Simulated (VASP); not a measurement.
# Pb (Fd-3m) in VASP: a series of runs, part 2 of 2

VASP 6.6.1. Earlier steps stand in the parts before.

### 3 Single point, RPBE

INCAR reads:

```
PREC = Accurate
ENCUT = 520
EDIFF = 1E-6
ISMEAR = -1
SIGMA = 0.05
LREAL = False
LASPH = True
NELM = 60
ALGO = Fast
ISIF = 2
LWAVE = False
LCHARG = False
GGA = RP
NBANDS = 21
```

KPOINTS reads:

```
regular mesh
0
Gamma
  7 7 7
```

POSCAR reads:

```
Pb
1.0
    0.0000000000      3.4390000555      3.4390000555
    3.4390000555      0.0000000000      3.4390000555
    3.4390000555      3.4390000555      0.0000000000
Pb
2
Direct
    0.2500000000      0.2500000000      0.2500000000
    0.0000000000      0.0000000000      0.0000000000
```

Potentials or basis: VASP PAW PBE potentials, release 64 (Pb_d).

The run is started by

```bash
$ cat potpaw_PBE.64/Pb_d/POTCAR > POTCAR
$ mpirun -np 1 vasp_std > vasp.out
```

OUTCAR:

```text
PREC = Accurate
   ENCUT = 520
   EDIFF = 1E-6
   ISMEAR = -1
   LREAL = False
   LASPH = True
   NELM = 60
   ISIF = 2
   GGA = RP

 ion  position               nearest neighbor table
   1  0.250  0.250  0.250-   2 2.98   2 2.98   2 2.98   2 2.98
   2  0.000  0.000  0.000-   1 2.98   1 2.98   1 2.98   1 2.98

  LATTYP: Found a face centered cubic cell.
 ALAT       =     6.8780001110

  Lattice vectors:

 A1 = (   0.0000000000,   3.4390000555,   3.4390000555)
 A2 = (   3.4390000555,   0.0000000000,   3.4390000555)
 A3 = (   3.4390000555,   3.4390000555,   0.0000000000)

Analysis of symmetry for initial positions (statically):
=====================================================================
 Subroutine PRICEL returns:
 Original cell was already a primitive cell.

 Routine SETGRP: Setting up the symmetry group for a
 face centered cubic supercell.

 Subroutine GETGRP returns: Found 48 space group operations
 (whereof 24 operations were pure point group operations)
 out of a pool of 48 trial point group operations.

The static configuration has the point symmetry T_d .
 The point group associated with its full space group is O_h .

Analysis of symmetry for dynamics (positions and initial velocities):
=====================================================================
 Subroutine PRICEL returns:
 Original cell was already a primitive cell.

 Routine SETGRP: Setting up the symmetry group for a
 face centered cubic supercell.

 Subroutine GETGRP returns: Found 48 space group operations
 (whereof 24 operations were pure point group operations)
 out of a pool of 48 trial point group operations.

The dynamic configuration has the point symmetry T_d .
 The point group associated with its full space group is O_h .

 Subroutine INISYM returns: Found 48 space group operations
 (whereof 24 operations are pure point group operations),
 and found     1 'primitive' translations

----------------------------------------------------------------------------------------

                                     Primitive cell

  volume of cell :      81.3442

  direct lattice vectors                    reciprocal lattice vectors
     0.000000000  3.439000056  3.439000056    -0.145391100  0.145391100  0.145391100
     3.439000056  0.000000000  3.439000056     0.145391100 -0.145391100  0.145391100
     3.439000056  3.439000056  0.000000000     0.145391100  0.145391100 -0.145391100

  length of vectors
     4.863480519  4.863480519  4.863480519     0.251824772  0.251824772  0.251824772

  position of ions in fractional coordinates (direct lattice)
     0.250000000  0.250000000  0.250000000
     0.000000000  0.000000000  0.000000000

  ion indices of the primitive-cell ions
   primitive index   ion index
                 1           1
                 2           2

----------------------------------------------------------------------------------------

 KPOINTS: regular mesh

Automatic generation of k-mesh.
 Grid dimensions read from file:
 generate k-points for:    7    7    7

 Generating k-lattice:

  Cartesian coordinates                     Fractional coordinates (reciprocal lattice)
    -0.020770157  0.020770157  0.020770157     0.142857143  0.000000000  0.000000000
     0.020770157 -0.020770157  0.020770157     0.000000000  0.142857143  0.000000000
     0.020770157  0.020770157 -0.020770157     0.000000000  0.000000000  0.142857143

  Length of vectors
     0.035974967  0.035974967  0.035974967

  Shift w.r.t. Gamma in fractional coordinates (k-lattice)
     0.000000000  0.000000000  0.000000000

 Subroutine IBZKPT returns following result:
 ===========================================

 Found     20 irreducible k-points:

 Following reciprocal coordinates:
            Coordinates               Weight
  0.000000  0.000000  0.000000      1.000000
  0.142857  0.000000  0.000000      8.000000
  0.285714  0.000000  0.000000      8.000000
  0.428571  0.000000  0.000000      8.000000
  0.142857  0.142857  0.000000      6.000000
  0.285714  0.142857  0.000000     24.000000
[... 12 lines left out ...]
 -0.428571  0.428571  0.142857     24.000000
 -0.285714  0.428571  0.142857     24.000000
   k-points           NKPTS =     20   k-points in BZ     NKDIM =     20   number of bands    NBANDS=     21
   number of dos      NEDOS =    301   number of ions     NIONS =      2
   total plane-waves  NPLWV =  46656
   dimension x,y,z NGX =    36 NGY =   36 NGZ =   36
   dimension x,y,z NGXF=    72 NGYF=   72 NGZF=   72
   ions per type =               2
   NGX,Y,Z   is equivalent  to a cutoff of  12.31, 12.31, 12.31 a.u.
   NGXF,Y,Z  is equivalent  to a cutoff of  24.61, 24.61, 24.61 a.u.
 SYSTEM =  unknown system
   PREC   = accura    normal or accurate (medium, high low for compatibility)
   ISTART =      0    job   : 0-new  1-cont  2-samecut
   ICHARG =      2    charge: 1-file 2-atom 10-const
   ISPIN  =      1    spin polarized calculation?
   LNONCOLLINEAR =      F non collinear calculations
   LSORBIT =      F    spin-orbit coupling
   LASPH  =      T    aspherical Exc in radial PAW
   ENCUT  =  520.0 eV  38.22 Ry    6.18 a.u.   9.04  9.04  9.04*2*pi/ulx,y,z
   NELM   =     60;   NELMIN=  2; NELMDL= -5     # of ELM steps
   EDIFF  = 0.1E-05   stopping-criterion for ELM
   LREAL  =      F    real-space projection
   EDIFFG = 0.1E-04   stopping-criterion for IOM
   NSW    =      0    number of steps for IOM
   IBRION =     -1    ionic relax: 0-MD 1-quasi-New 2-CG
   NFREE  =      0    steps in history (QN), initial steepest desc. (CG)
   ISIF   =      2    stress and relaxation
   ISYM   =      2    0-nonsym 1-usesym 2-fastsym
   POTIM  = 0.5000    time-step for ionic-motion
   TEBEG  =    0.0;   TEEND  =   0.0 temperature during run
   PSTRESS=    0.0 pullay stress
   NELECT =      28.0000    total number of electrons
   NUPDOWN=      -1.0000    fix difference up-down
   EMIN   =  10.00;   EMAX   =-10.00  energy-range for DOS
   EFERMI =   0.00;   METHOD = LEGACY
   ISMEAR =    -1;   SIGMA  =   0.05  broadening in eV -4-tet -1-fermi 0-gaus
   EFERMI_NEDOS =   21; number of points for ismear=-14 and -15
   IALGO  =     68    algorithm
   IMIX   =      4    mixing-type and parameters
     AMIX     =   0.40;   BMIX     =  1.00
     AMIX_MAG =   1.60;   BMIX_MAG =  1.00
  volume/ion in A,a.u.               =      40.67       274.47
  Fermi-wavevector in a.u.,A,eV,Ry     =   1.147322  2.168124 17.909999  1.316348
  Thomas-Fermi vector in A             =   2.284002
   LORBIT       =      0    0 simple, 1 ext, 2 COOP (PROOUT), +10 PAW based schemes
   GGA     = RP    functional components
   LHFCALC =     F    Hartree Fock is set to
   AEXX    =    0.0000 exact exchange contribution
   IVDW    =     0    specifies the selected vdW correction
   LEPSILON=     F    determine dielectric tensor
   LRPA    =     F    only Hartree local field effects (RPA)
 non-spin polarized calculation
 RMM-DIIS sequential band-by-band and
  energy-cutoff  :      520.00
  volume of cell :       81.34
 maximum number of plane-waves:      2213
   NGX = 19   NGY = 19   NGZ = 19

 number of electron      28.0000001 magnetization

 Free energy of the ion-electron system (eV)
  ---------------------------------------------------
  ext. energy  EPLUGINS =         0.00000000
  ---------------------------------------------------
  free energy    TOTEN  =        -5.82446214 eV

  energy without entropy =       -5.81844620  energy(sigma->0) =       -5.82145417

 E-fermi :   4.4834     XC(G=0):  -8.2343

 val. band max:        4.4441114376   @ k =  -0.1429   0.1429   0.0000
 cond. band min:       4.5231174022   @ k =   0.1429   0.0000   0.0000
 fundamental gap:      0.0790059645
 Fermi energy:         4.4834089250

 k-point     1 :       0.0000    0.0000    0.0000
  band No.  band energies     occupation
      1     -12.7657      2.00000
      2     -12.7657      2.00000
      3     -12.7657      2.00000
      4     -12.6914      2.00000
      5     -12.6914      2.00000
      6     -12.2618      2.00000
[... 13 lines left out ...]
     20      12.5755      0.00000
     21      12.5756      0.00000
[... 433 lines left out ...]
 k-point    20 :      -0.2857    0.4286    0.1429
  band No.  band energies     occupation
      1     -12.8648      2.00000
      2     -12.8475      2.00000
      3     -12.6345      2.00000
      4     -12.5412      2.00000
      5     -12.5045      2.00000
      6     -12.4609      2.00000
[... 13 lines left out ...]
     20      13.0673      0.00000
     21      14.2591      0.00000

------------------------ aborting loop because EDIFF is reached ----------------------------------------

  FORCE on cell =-STRESS in cart. coord.  units (eV):
  Direction    XX          YY          ZZ          XY          YZ          ZX
  --------------------------------------------------------------------------------------
  -------------------------------------------------------------------------------------
  Total        1.8008942      1.8008942      1.8008942     -0.0000000      0.0000000     -0.0000000
  in kB       35.4709031     35.4709031     35.4709031     -0.0000000      0.0000000     -0.0000000
  external PRESSURE =      35.4709031 kB  Pullay stress =       0.0000000 kB

 VOLUME and BASIS-vectors are now :
 -----------------------------------------------------------------------------
  energy-cutoff  :      520.00
  volume of cell :       81.34
      direct lattice vectors                 reciprocal lattice vectors
     0.000000000  3.439000056  3.439000056    -0.145391100  0.145391100  0.145391100
     3.439000056  0.000000000  3.439000056     0.145391100 -0.145391100  0.145391100
     3.439000056  3.439000056  0.000000000     0.145391100  0.145391100 -0.145391100

 POSITION                                       TOTAL-FORCE (eV/Angst)
 -----------------------------------------------------------------------------------
      1.71950      1.71950      1.71950         0.000000      0.000000      0.000000
      0.00000      0.00000      0.00000        -0.000000     -0.000000     -0.000000
 -----------------------------------------------------------------------------------
    total drift:                                0.000000      0.000000      0.000000

  FREE ENERGIE OF THE ION-ELECTRON SYSTEM (eV)
  ---------------------------------------------------
  free  energy   TOTEN  =        -5.8244621441 eV

  energy  without entropy=       -5.8184462038  energy(sigma->0) =       -5.82145417
```

It took 27 s on 1 thread of Intel Xeon Platinum 8488C (Sapphire Rapids), shared host; peak memory 0.2 GiB.

Results:

```
Free energy            : -5.8245 eV
Pressure               : 3.5 GPa
Band gap on the k mesh : zero (band 14 reaches 4.88 eV, above the bottom of band 15 at 3.77 eV)
```

Caveat: the PAW data sets were made with another functional, which shifts forces and pressure a little; spin-orbit coupling is left out, which moves the levels of the heavy elements.
